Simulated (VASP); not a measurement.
# Si2B3 (P4_2cm) in VASP: single point with PBE

Aim: the single point of Si2B3 with PBE.

All numbers are computed with VASP 6.6.1; they aren't measurements. Logs are shortened: lines on timing, memory, paths and dates and some standing lists are left out, and cuts for length are marked.

## Step 1: The cell of the first run

The structure is tetragonal, space group P4_2cm (No. 101). The conventional cell has a = 4.458 Å, b = 4.458 Å, c = 5.572 Å, α = 90.00°, β = 90.00°, γ = 90.00°. Si (site symmetry m) has 6 B at 2.01 to 2.60 Å and 1 Si at 2.57 Å within 2.7 Å. Within 2.2 Å of B (site symmetry m) lie 1 B at 1.65 Å and 3 Si at 2.06 to 2.11 Å. B (site symmetry 2mm) has 2 B at 1.65 Å and 2 Si at 2.01 Å within 2.2 Å.

## Step 2: Single point, PBE

Input file INCAR:

```
SYSTEM = Si2B3
PREC = Accurate ; ENCUT = 500
EDIFF = 1E-6 ; ISMEAR = 0
SIGMA = 0.2 ; LREAL = .FALSE.
LASPH = .TRUE. ; NELM = 120
ALGO = Normal ; ISIF = 2
LWAVE = .FALSE. ; LCHARG = .FALSE.
GGA = PE ; NBANDS = 28
GGA_COMPAT = .FALSE.
```

Input file KPOINTS:

```
regular mesh
0
G
  4 4 3
  0 0 0
```

Input file POSCAR:

```
Si2B3
1.0
    4.4583720438      0.0000000000      0.0000000000
    0.0000000000      4.4583720438      0.0000000000
    0.0000000000      0.0000000000      5.5715701135
Si B
4 6
Direct
    0.2960929821      0.2960929821      0.4840818800
    0.7039070179      0.7039070179      0.4840818800
    0.7039070179      0.2960929821      0.9840818800
    0.2960929821      0.7039070179      0.9840818800
    0.7386538912      0.7386538912      0.8508530336
    0.2613461088      0.2613461088      0.8508530336
    0.2613461088      0.7386538912      0.3508530336
    0.7386538912      0.2613461088      0.3508530336
    0.0000000000      0.0000000000      0.3525109328
    0.0000000000      0.0000000000     -0.1474890672
```

Potentials or basis: VASP PAW PBE potentials, release 64 (Si, B).

Run with:

```bash
> cat potpaw_PBE.64/Si/POTCAR potpaw_PBE.64/B/POTCAR > POTCAR
> mpirun -np 1 vasp_std > vasp.out
```

OUTCAR:

```text
SYSTEM = Si2B3
   PREC = Accurate
   ENCUT = 500
   EDIFF = 1E-6
   ISMEAR = 0
   LREAL = .FALSE.
   LASPH = .TRUE.
   NELM = 120
   ISIF = 2
   GGA = PE

 ion  position               nearest neighbor table
   1  0.296  0.296  0.484-   9 2.01   6 2.06   8 2.11   7 2.11   2 2.57   7 2.60   8 2.60
   2  0.704  0.704  0.484-   9 2.01   5 2.06   8 2.11   7 2.11   1 2.57   8 2.60   7 2.60
   3  0.704  0.296  0.984-  10 2.01   8 2.06   5 2.11   6 2.11   4 2.57   6 2.60   5 2.60
   4  0.296  0.704  0.984-  10 2.01   7 2.06   5 2.11   6 2.11   3 2.57   6 2.60   5 2.60
   5  0.739  0.739  0.851-  10 1.65   2 2.06   4 2.11   3 2.11   4 2.60   3 2.60
   6  0.261  0.261  0.851-  10 1.65   1 2.06   4 2.11   3 2.11   4 2.60   3 2.60
   7  0.261  0.739  0.351-   9 1.65   4 2.06   1 2.11   2 2.11   1 2.60   2 2.60
   8  0.739  0.261  0.351-   9 1.65   3 2.06   1 2.11   2 2.11   1 2.60   2 2.60
   9  0.000  0.000  0.353-   7 1.65   8 1.65   1 2.01   2 2.01
  10  0.000  0.000  0.853-   5 1.65   6 1.65   3 2.01   4 2.01

  LATTYP: Found a simple tetragonal cell.
 ALAT       =     4.4583720438
 C/A-ratio  =     1.2496871187

  Lattice vectors:

 A1 = (   4.4583720438,   0.0000000000,   0.0000000000)
 A2 = (   0.0000000000,   4.4583720438,   0.0000000000)
 A3 = (   0.0000000000,   0.0000000000,   5.5715701135)

Analysis of symmetry for initial positions (statically):
=====================================================================
 Subroutine PRICEL returns:
 Original cell was already a primitive cell.

 Routine SETGRP: Setting up the symmetry group for a
 simple tetragonal supercell.

 Subroutine GETGRP returns: Found  8 space group operations
 (whereof  4 operations were pure point group operations)
 out of a pool of 16 trial point group operations.

The static configuration has the point symmetry C_2v.
 The point group associated with its full space group is C_4v.

Analysis of symmetry for dynamics (positions and initial velocities):
=====================================================================
 Subroutine PRICEL returns:
 Original cell was already a primitive cell.

 Routine SETGRP: Setting up the symmetry group for a
 simple tetragonal supercell.

 Subroutine GETGRP returns: Found  8 space group operations
 (whereof  4 operations were pure point group operations)
 out of a pool of 16 trial point group operations.

The dynamic configuration has the point symmetry C_2v.
 The point group associated with its full space group is C_4v.

 Subroutine INISYM returns: Found  8 space group operations
 (whereof  4 operations are pure point group operations),
 and found     1 'primitive' translations

----------------------------------------------------------------------------------------

                                     Primitive cell

  volume of cell :     110.7466

  direct lattice vectors                    reciprocal lattice vectors
     4.458372044  0.000000000  0.000000000     0.224297118  0.000000000  0.000000000
     0.000000000  4.458372044  0.000000000     0.000000000  0.224297118  0.000000000
     0.000000000  0.000000000  5.571570113     0.000000000  0.000000000  0.179482620

  length of vectors
     4.458372044  4.458372044  5.571570113     0.224297118  0.224297118  0.179482620

  position of ions in fractional coordinates (direct lattice)
     0.296092982  0.296092982  0.484081880
     0.703907018  0.703907018  0.484081880
     0.703907018  0.296092982  0.984081880
     0.296092982  0.703907018  0.984081880
     0.738653891  0.738653891  0.850853034
     0.261346109  0.261346109  0.850853034
     0.261346109  0.738653891  0.350853034
     0.738653891  0.261346109  0.350853034
     0.000000000  0.000000000  0.352510933
     0.000000000  0.000000000  0.852510933

  ion indices of the primitive-cell ions
   primitive index   ion index
                 1           1
                 2           2
                 3           3
                 4           4
                 5           5
                 6           6
                 7           7
                 8           8
                 9           9
                10          10

----------------------------------------------------------------------------------------

 KPOINTS: regular mesh

Automatic generation of k-mesh.
 Grid dimensions read from file:
 generate k-points for:    4    4    3

 Generating k-lattice:

  Cartesian coordinates                     Fractional coordinates (reciprocal lattice)
     0.056074279  0.000000000  0.000000000     0.250000000  0.000000000  0.000000000
     0.000000000  0.056074279  0.000000000     0.000000000  0.250000000  0.000000000
     0.000000000  0.000000000  0.059827540     0.000000000  0.000000000  0.333333333

  Length of vectors
     0.056074279  0.056074279  0.059827540

  Shift w.r.t. Gamma in fractional coordinates (k-lattice)
     0.000000000  0.000000000  0.000000000

 Subroutine IBZKPT returns following result:
 ===========================================

 Found     12 irreducible k-points:

 Following reciprocal coordinates:
            Coordinates               Weight
  0.000000  0.000000  0.000000      1.000000
  0.250000  0.000000  0.000000      4.000000
  0.500000  0.000000  0.000000      2.000000
  0.250000  0.250000  0.000000      4.000000
  0.500000  0.250000  0.000000      4.000000
  0.500000  0.500000  0.000000      1.000000
  0.000000  0.000000  0.333333      2.000000
  0.250000  0.000000  0.333333      8.000000
  0.500000  0.000000  0.333333      4.000000
  0.250000  0.250000  0.333333      8.000000
  0.500000  0.250000  0.333333      8.000000
  0.500000  0.500000  0.333333      2.000000
   k-points           NKPTS =     12   k-points in BZ     NKDIM =     12   number of bands    NBANDS=     28
   number of dos      NEDOS =    301   number of ions     NIONS =     10
   total plane-waves  NPLWV =  54432
   dimension x,y,z NGX =    36 NGY =   36 NGZ =   42
   dimension x,y,z NGXF=    72 NGYF=   72 NGZF=   84
   ions per type =               4   6
   NGX,Y,Z   is equivalent  to a cutoff of  13.42, 13.42, 12.53 a.u.
   NGXF,Y,Z  is equivalent  to a cutoff of  26.85, 26.85, 25.06 a.u.
 SYSTEM =  Si2B3
   PREC   = accura    normal or accurate (medium, high low for compatibility)
   ISTART =      0    job   : 0-new  1-cont  2-samecut
   ICHARG =      2    charge: 1-file 2-atom 10-const
   ISPIN  =      1    spin polarized calculation?
   LNONCOLLINEAR =      F non collinear calculations
   LSORBIT =      F    spin-orbit coupling
   LASPH  =      T    aspherical Exc in radial PAW
   ENCUT  =  500.0 eV  36.75 Ry    6.06 a.u.   8.13  8.13 10.16*2*pi/ulx,y,z
   NELM   =    120;   NELMIN=  2; NELMDL= -5     # of ELM steps
   EDIFF  = 0.1E-05   stopping-criterion for ELM
   LREAL  =      F    real-space projection
   EDIFFG = 0.1E-04   stopping-criterion for IOM
   NSW    =      0    number of steps for IOM
   IBRION =     -1    ionic relax: 0-MD 1-quasi-New 2-CG
   NFREE  =      0    steps in history (QN), initial steepest desc. (CG)
   ISIF   =      2    stress and relaxation
   ISYM   =      2    0-nonsym 1-usesym 2-fastsym
   POTIM  = 0.5000    time-step for ionic-motion
   TEBEG  =    0.0;   TEEND  =   0.0 temperature during run
   PSTRESS=    0.0 pullay stress
   NELECT =      34.0000    total number of electrons
   NUPDOWN=      -1.0000    fix difference up-down
   EMIN   =  10.00;   EMAX   =-10.00  energy-range for DOS
   EFERMI =   0.00;   METHOD = LEGACY
   ISMEAR =     0;   SIGMA  =   0.20  broadening in eV -4-tet -1-fermi 0-gaus
   EFERMI_NEDOS =   21; number of points for ismear=-14 and -15
   IALGO  =     38    algorithm
   IMIX   =      4    mixing-type and parameters
     AMIX     =   0.40;   BMIX     =  1.00
     AMIX_MAG =   1.60;   BMIX_MAG =  1.00
  volume/ion in A,a.u.               =      11.07        74.74
  Fermi-wavevector in a.u.,A,eV,Ry     =   1.104395  2.087004 16.594864  1.219688
  Thomas-Fermi vector in A             =   2.240867
   LORBIT       =      0    0 simple, 1 ext, 2 COOP (PROOUT), +10 PAW based schemes
   GGA     = PE    functional components
   LHFCALC =     F    Hartree Fock is set to
   AEXX    =    0.0000 exact exchange contribution
   IVDW    =     0    specifies the selected vdW correction
   LEPSILON=     F    determine dielectric tensor
   LRPA    =     F    only Hartree local field effects (RPA)
 non-spin polarized calculation
 Gauss-broadening in eV      SIGMA  =   0.20
  energy-cutoff  :      500.00
  volume of cell :      110.75
 maximum number of plane-waves:      2833
 NGX is ok and might be reduce to    36
   NGX = 17   NGY = 17   NGZ = 21

 number of electron      33.9999999 magnetization

 Free energy of the ion-electron system (eV)
  ---------------------------------------------------
  ext. energy  EPLUGINS =         0.00000000
  ---------------------------------------------------
  free energy    TOTEN  =       -57.65001314 eV

  energy without entropy =      -57.61668782  energy(sigma->0) =      -57.63335048

 E-fermi :   7.1427     XC(G=0): -10.9037

 val. band max:        7.0878740005   @ k =   0.5000   0.0000   0.3333
 cond. band min:       7.2286776150   @ k =   0.2500   0.2500   0.3333
 fundamental gap:      0.1408036144
 Fermi energy:         7.1427496818

 k-point     1 :       0.0000    0.0000    0.0000
  band No.  band energies     occupation
      1      -6.8904      2.00000
      2      -3.8190      2.00000
      3      -1.5848      2.00000
      4      -1.4485      2.00000
      5      -0.9860      2.00000
      6      -0.9860      2.00000
[... 20 lines left out ...]
     27      13.1240      0.00000
     28      13.6266      0.00000

 k-point     2 :       0.2500    0.0000    0.0000
  band No.  band energies     occupation
      1      -6.4920      2.00000
      2      -3.4494      2.00000
      3      -3.4460      2.00000
      4      -1.2005      2.00000
      5      -0.7862      2.00000
      6      -0.4408      2.00000
[... 302 lines left out ...]
 k-point    12 :       0.5000    0.5000    0.3333
  band No.  band energies     occupation
      1      -4.0332      2.00000
      2      -3.7712      2.00000
      3      -2.7752      2.00000
      4      -2.7752      2.00000
      5      -2.6495      2.00000
      6      -2.2371      2.00000
[... 20 lines left out ...]
     27      12.8194      0.00000
     28      13.3302      0.00000

------------------------ aborting loop because EDIFF is reached ----------------------------------------

  FORCE on cell =-STRESS in cart. coord.  units (eV):
  Direction    XX          YY          ZZ          XY          YZ          ZX
  --------------------------------------------------------------------------------------
  -------------------------------------------------------------------------------------
  Total        0.3716004      0.3716004     -0.2362148     -0.0000000      0.0000000      0.0000000
  in kB        5.3759661      5.3759661     -3.4173342     -0.0000000      0.0000000      0.0000000
  external PRESSURE =       2.4448660 kB  Pullay stress =       0.0000000 kB

 VOLUME and BASIS-vectors are now :
 -----------------------------------------------------------------------------
  energy-cutoff  :      500.00
  volume of cell :      110.75
      direct lattice vectors                 reciprocal lattice vectors
     4.458372044  0.000000000  0.000000000     0.224297118  0.000000000  0.000000000
     0.000000000  4.458372044  0.000000000     0.000000000  0.224297118  0.000000000
     0.000000000  0.000000000  5.571570113     0.000000000  0.000000000  0.179482620

 POSITION                                       TOTAL-FORCE (eV/Angst)
 -----------------------------------------------------------------------------------
      1.32009      1.32009      2.69710         0.040856      0.040856     -0.022163
      3.13828      3.13828      2.69710        -0.040856     -0.040856     -0.022163
      3.13828      1.32009      5.48288        -0.040856      0.040856     -0.022163
      1.32009      3.13828      5.48288         0.040856     -0.040856     -0.022163
      3.29319      3.29319      4.74059        -0.018632     -0.018632      0.026902
      1.16518      1.16518      4.74059         0.018632      0.018632      0.026902
      1.16518      3.29319      1.95480         0.018632     -0.018632      0.026902
      3.29319      1.16518      1.95480        -0.018632      0.018632      0.026902
      0.00000      0.00000      1.96404        -0.000000      0.000000     -0.009477
      0.00000      0.00000      4.74982        -0.000000      0.000000     -0.009477
 -----------------------------------------------------------------------------------
    total drift:                               -0.000000      0.000000     -0.000506

  FREE ENERGIE OF THE ION-ELECTRON SYSTEM (eV)
  ---------------------------------------------------
  free  energy   TOTEN  =       -57.6500131397 eV

  energy  without entropy=      -57.6166878245  energy(sigma->0) =      -57.63335048
```

It took 16 s on 1 thread of Intel Xeon 6975P-C (Granite Rapids), shared host; peak memory 0.21 GiB.

What came out:

```yaml
Free_energy: -57.6500 eV
Pressure: 0.2 GPa
Largest_force: 0.062 eV/Å
Band_gap_on_the_k_mesh: zero (band 17 reaches 8.37 eV, above the bottom of band 18 at 6.55 eV)
```

Forces on the atoms (eV/Å):
```
Si   0.041  0.041 -0.022
Si  -0.041 -0.041 -0.022
Si  -0.041  0.041 -0.022
Si   0.041 -0.041 -0.022
B   -0.019 -0.019  0.027
B    0.019  0.019  0.027
B    0.019 -0.019  0.027
B   -0.019  0.019  0.027
B    0.000  0.000 -0.009
B    0.000  0.000 -0.009
```

Caveat: the k points lie up to 0.38 Å⁻¹ apart.
